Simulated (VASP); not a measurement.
Here is a VASP 6.6.1 calculation.

File INCAR:

```
SYSTEM = ZrS
  ALGO = Normal
  EDIFF = 1E-7
  ENCUT = 520
  GGA = CA
  ISIF = 2
  ISMEAR = -1
  LASPH = .TRUE.
  LCHARG = .TRUE.
  LELF = .TRUE.
  LREAL = .FALSE.
  LVHAR = .TRUE.
  LWAVE = .FALSE.
  NBANDS = 16
  NELM = 100
  PREC = Accurate
  SIGMA = 0.02
```

File KPOINTS:

```
k-points
0
G
  10 10 10
  0 0 0
```

File POSCAR:

```
ZrS
1.0
    0.0000000000      2.5669835042      2.5669835042
    2.5669835042      0.0000000000      2.5669835042
    2.5669835042      2.5669835042      0.0000000000
Zr S
1 1
Direct
    0.0000000000      0.0000000000      0.0000000000
    0.5000000000      0.5000000000      0.5000000000
```

Potentials or basis: VASP PAW LDA potentials, release 64 (Zr_sv, S).

Command:

```bash
$ cat potpaw_LDA.64/Zr_sv/POTCAR potpaw_LDA.64/S/POTCAR > POTCAR
$ mpirun -np 1 vasp_std > vasp.out
```

(1) Estimate the pressure.

(2) Estimate the band gap on the k mesh.

## Answers

(1) 0.3 GPa.

(2) zero (band 9 reaches 12.98 eV, above the bottom of band 10 at 9.86 eV).
